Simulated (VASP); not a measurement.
# KBr (F-43m) in VASP: notebook, part 3 of 3

VASP 6.6.1.

## 6. Single point, r2SCAN (48.67 Å³/atom)

This run uses another cell than the first one, of 48.67 Å³/atom.

Input file POSCAR:

```
KBr
1.0
    0.0000000000      3.6510411964      3.6510411964
    3.6510411964      0.0000000000      3.6510411964
    3.6510411964      3.6510411964      0.0000000000
K Br
1 1
Direct
    0.0000000000      0.0000000000      0.0000000000
    0.2500000000      0.2500000000      0.2500000000
```

Input file INCAR.step1:

```
ALGO     = Normal         # electronic algorithm
EDIFF    = 1E-4           # SCF threshold, eV
ENCUT    = 520            # plane-wave cutoff, eV
GGA      = PE             # functional
ISMEAR   = 0              # smearing method
LASPH    = T              # aspherical terms in the spheres
LCHARG   = F              # write CHGCAR
LREAL    = F              # projectors in reciprocal space
LWAVE    = T              # write WAVECAR
NBANDS   = 15             # bands
NELM     = 100            # most SCF steps
PREC     = Accurate       # precision mode
SIGMA    = 0.01           # smearing width, eV
```

Input file INCAR.step2:

```
ALGO     = Normal         # electronic algorithm
EDIFF    = 1E-7           # SCF threshold, eV
ENCUT    = 520            # plane-wave cutoff, eV
ISIF     = 2              # what is computed and relaxed
ISMEAR   = 0              # smearing method
ISTART   = 1            
LASPH    = T              # aspherical terms in the spheres
LCHARG   = F              # write CHGCAR
LMIXTAU  = T            
LREAL    = F              # projectors in reciprocal space
LWAVE    = F              # write WAVECAR
METAGGA  = R2SCAN         # meta-GGA
NBANDS   = 15             # bands
NELM     = 100            # most SCF steps
PREC     = Accurate       # precision mode
SIGMA    = 0.01           # smearing width, eV
```

Input file KPOINTS:

```
k-points
0
Gamma
  6 6 6
```

Potentials or basis: VASP PAW PBE potentials, release 64 (K_sv, Br).

Started as:

```bash
> cat potpaw_PBE.64/K_sv/POTCAR potpaw_PBE.64/Br/POTCAR > POTCAR
> cp INCAR.step1 INCAR
> mpirun -np 1 vasp_std > vasp.out
> cp INCAR.step2 INCAR
> mpirun -np 1 vasp_std > vasp.out
```

OUTCAR:

```text
EDIFF = 1E-7
   ENCUT = 520
   ISIF = 2
   ISMEAR = 0
   ISTART = 1
   LASPH = T
   LREAL = F
   METAGGA = R2SCAN
   NELM = 100
   PREC = Accurate

 ion  position               nearest neighbor table
   1  0.000  0.000  0.000-   2 3.16   2 3.16   2 3.16   2 3.16
   2  0.250  0.250  0.250-   1 3.16   1 3.16   1 3.16   1 3.16

  LATTYP: Found a face centered cubic cell.
 ALAT       =     7.3020823928

  Lattice vectors:

 A1 = (   0.0000000000,   3.6510411964,   3.6510411964)
 A2 = (   3.6510411964,   0.0000000000,   3.6510411964)
 A3 = (   3.6510411964,   3.6510411964,   0.0000000000)

Analysis of symmetry for initial positions (statically):
=====================================================================
 Subroutine PRICEL returns:
 Original cell was already a primitive cell.

 Routine SETGRP: Setting up the symmetry group for a
 face centered cubic supercell.

 Subroutine GETGRP returns: Found 24 space group operations
 (whereof 24 operations were pure point group operations)
 out of a pool of 48 trial point group operations.

The static configuration has the point symmetry T_d .

Analysis of symmetry for dynamics (positions and initial velocities):
=====================================================================
 Subroutine PRICEL returns:
 Original cell was already a primitive cell.

 Routine SETGRP: Setting up the symmetry group for a
 face centered cubic supercell.

 Subroutine GETGRP returns: Found 24 space group operations
 (whereof 24 operations were pure point group operations)
 out of a pool of 48 trial point group operations.

The dynamic configuration has the point symmetry T_d .

 Subroutine INISYM returns: Found 24 space group operations
 (whereof 24 operations are pure point group operations),
 and found     1 'primitive' translations

----------------------------------------------------------------------------------------

                                     Primitive cell

  volume of cell :      97.3375

  direct lattice vectors                    reciprocal lattice vectors
     0.000000000  3.651041196  3.651041196    -0.136947236  0.136947236  0.136947236
     3.651041196  0.000000000  3.651041196     0.136947236 -0.136947236  0.136947236
     3.651041196  3.651041196  0.000000000     0.136947236  0.136947236 -0.136947236

  length of vectors
     5.163351977  5.163351977  5.163351977     0.237199571  0.237199571  0.237199571

  position of ions in fractional coordinates (direct lattice)
     0.000000000  0.000000000  0.000000000
     0.250000000  0.250000000  0.250000000

  ion indices of the primitive-cell ions
   primitive index   ion index
                 1           1
                 2           2

----------------------------------------------------------------------------------------

 KPOINTS: k-points

Automatic generation of k-mesh.
 Grid dimensions read from file:
 generate k-points for:    6    6    6

 Generating k-lattice:

  Cartesian coordinates                     Fractional coordinates (reciprocal lattice)
    -0.022824539  0.022824539  0.022824539     0.166666667  0.000000000  0.000000000
[... 32 lines left out ...]
   k-points           NKPTS =     16   k-points in BZ     NKDIM =     16   number of bands    NBANDS=     15
   number of dos      NEDOS =    301   number of ions     NIONS =      2
   total plane-waves  NPLWV =  64000
   dimension x,y,z NGX =    40 NGY =   40 NGZ =   40
   dimension x,y,z NGXF=    80 NGYF=   80 NGZF=   80
   ions per type =               1   1
   NGX,Y,Z   is equivalent  to a cutoff of  12.88, 12.88, 12.88 a.u.
   NGXF,Y,Z  is equivalent  to a cutoff of  25.76, 25.76, 25.76 a.u.
 SYSTEM =  unknown system
   PREC   = accura    normal or accurate (medium, high low for compatibility)
   ISTART =      1    job   : 0-new  1-cont  2-samecut
   ICHARG =      0    charge: 1-file 2-atom 10-const
   ISPIN  =      1    spin polarized calculation?
   LNONCOLLINEAR =      F non collinear calculations
   LSORBIT =      F    spin-orbit coupling
   LASPH  =      T    aspherical Exc in radial PAW
   ENCUT  =  520.0 eV  38.22 Ry    6.18 a.u.   9.60  9.60  9.60*2*pi/ulx,y,z
   NELM   =    100;   NELMIN=  2; NELMDL=  0     # of ELM steps
   EDIFF  = 0.1E-06   stopping-criterion for ELM
   LREAL  =      F    real-space projection
   EDIFFG = 0.1E-05   stopping-criterion for IOM
   NSW    =      0    number of steps for IOM
   IBRION =     -1    ionic relax: 0-MD 1-quasi-New 2-CG
   NFREE  =      0    steps in history (QN), initial steepest desc. (CG)
   ISIF   =      2    stress and relaxation
   ISYM   =      2    0-nonsym 1-usesym 2-fastsym
   POTIM  = 0.5000    time-step for ionic-motion
   TEBEG  =    0.0;   TEEND  =   0.0 temperature during run
   PSTRESS=    0.0 pullay stress
   NELECT =      16.0000    total number of electrons
   NUPDOWN=      -1.0000    fix difference up-down
   EMIN   =  10.00;   EMAX   =-10.00  energy-range for DOS
   EFERMI =   0.00;   METHOD = LEGACY
   ISMEAR =     0;   SIGMA  =   0.01  broadening in eV -4-tet -1-fermi 0-gaus
   EFERMI_NEDOS =   21; number of points for ismear=-14 and -15
   IALGO  =     38    algorithm
   IMIX   =      4    mixing-type and parameters
     AMIX     =   0.40;   BMIX     =  1.00
     AMIX_MAG =   1.60;   BMIX_MAG =  1.00
  volume/ion in A,a.u.               =      48.67       328.43
  Fermi-wavevector in a.u.,A,eV,Ry     =   0.896784  1.694677 10.942111  0.804222
  Thomas-Fermi vector in A             =   2.019286
   LORBIT       =      0    0 simple, 1 ext, 2 COOP (PROOUT), +10 PAW based schemes
   METAGGA = R2SCAN    functional components
   LHFCALC =     F    Hartree Fock is set to
   AEXX    =    0.0000 exact exchange contribution
   IVDW    =     0    specifies the selected vdW correction
   LEPSILON=     F    determine dielectric tensor
   LRPA    =     F    only Hartree local field effects (RPA)
 non-spin polarized calculation
 Gauss-broadening in eV      SIGMA  =   0.01
  energy-cutoff  :      520.00
  volume of cell :       97.34
 maximum number of plane-waves:      2685
 NGX is ok and might be reduce to    40
   NGX = 19   NGY = 19   NGZ = 19

 number of electron      15.9999999 magnetization

 Free energy of the ion-electron system (eV)
  ---------------------------------------------------
  ext. energy  EPLUGINS =         0.00000000
  ---------------------------------------------------
  free energy    TOTEN  =       -22.96381609 eV

  energy without entropy =      -22.96381609  energy(sigma->0) =      -22.96381609

 E-fermi :  -3.3027     XC(G=0):  -6.3044

 val. band max:       -3.4411089354   @ k =  -0.3333   0.1667   0.0000
 cond. band min:       1.4463053095   @ k =   0.0000   0.0000   0.0000
 fundamental gap:      4.8874142448
 Fermi energy:        -3.3026560505

 k-point     1 :       0.0000    0.0000    0.0000
  band No.  band energies     occupation
      1     -32.2725      2.00000
      2     -15.7603      2.00000
      3     -14.9999      2.00000
      4     -14.9999      2.00000
      5     -14.9999      2.00000
      6      -3.4593      2.00000
      7      -3.4593      2.00000
      8      -3.4593      2.00000
      9       1.4463      0.00000
     10       5.9629      0.00000
     11       5.9629      0.00000
     12       6.9927      0.00000
     13       6.9927      0.00000
     14       6.9927      0.00000
[... 257 lines left out ...]
      2     -16.0010      2.00000
      3     -15.0228      2.00000
      4     -15.0179      2.00000
      5     -14.7005      2.00000
      6      -3.7819      2.00000
      7      -3.5655      2.00000
      8      -3.4623      2.00000
      9       3.2970      0.00000
     10       4.3826      0.00000
     11       6.3447      0.00000
     12       6.5314      0.00000
     13       6.7447      0.00000
     14       7.1832      0.00000
     15       7.7433      0.00000

------------------------ aborting loop because EDIFF is reached ----------------------------------------

  FORCE on cell =-STRESS in cart. coord.  units (eV):
  Direction    XX          YY          ZZ          XY          YZ          ZX
  --------------------------------------------------------------------------------------
  -------------------------------------------------------------------------------------
  Total        0.2071467      0.2071467      0.2071467      0.0000000      0.0000000     -0.0000000
  in kB        3.4096383      3.4096383      3.4096383      0.0000000      0.0000000     -0.0000000
  external PRESSURE =       3.4096383 kB  Pullay stress =       0.0000000 kB

 VOLUME and BASIS-vectors are now :
 -----------------------------------------------------------------------------
  energy-cutoff  :      520.00
  volume of cell :       97.34
      direct lattice vectors                 reciprocal lattice vectors
     0.000000000  3.651041196  3.651041196    -0.136947236  0.136947236  0.136947236
     3.651041196  0.000000000  3.651041196     0.136947236 -0.136947236  0.136947236
     3.651041196  3.651041196  0.000000000     0.136947236  0.136947236 -0.136947236

 POSITION                                       TOTAL-FORCE (eV/Angst)
 -----------------------------------------------------------------------------------
      0.00000      0.00000      0.00000        -0.000000      0.000000     -0.000000
      1.82552      1.82552      1.82552         0.000000     -0.000000      0.000000
 -----------------------------------------------------------------------------------
    total drift:                               -0.000000     -0.000000     -0.000000

  FREE ENERGIE OF THE ION-ELECTRON SYSTEM (eV)
  ---------------------------------------------------
  free  energy   TOTEN  =       -22.9638160922 eV

  energy  without entropy=      -22.9638160922  energy(sigma->0) =      -22.96381609
```

Wall time 3.5 min (1 thread of Intel Xeon 8259CL, shared host); peak memory 0.27 GiB.

Results:

* Free energy: -22.9638 eV
* Pressure: 0.3 GPa
* Band gap on the k mesh: 4.89 eV (least direct gap 4.91 eV)

Caveat: the structure was generated, so it needn't be the stable form of KBr; the PAW data sets were made with another functional, which shifts forces and pressure a little. A k mesh can miss the band edges.

## 7. Overview

```csv
level,cell,gap on the mesh (eV),pressure (GPa)
PBE,"a = 5.263 Å, angles 60.0°, 2 atoms",4.23,0.0
PBE,"a = 5.315 Å, angles 60.0°, 2 atoms",4.18,-0.2
PBE,"a = 5.366 Å, angles 60.0°, 2 atoms",4.13,-0.5
r2SCAN,"a = 5.110 Å, angles 60.0°, 2 atoms",4.93,0.7
r2SCAN,"a = 5.163 Å, angles 60.0°, 2 atoms",4.89,0.3
```

Alike in all rows: task single point; potentials or basis VASP PAW PBE potentials, release 64 (K_sv, Br); no spin polarisation; k mesh 6 × 6 × 6; cutoff (eV) 520; smearing gaussian 0.01 eV.

Caveats: the structure was generated, so it needn't be the stable form of KBr; the PAW data sets were made with another functional, which shifts forces and pressure a little (at least some runs).

Absolute energies hang on the potentials; compare differences alone.
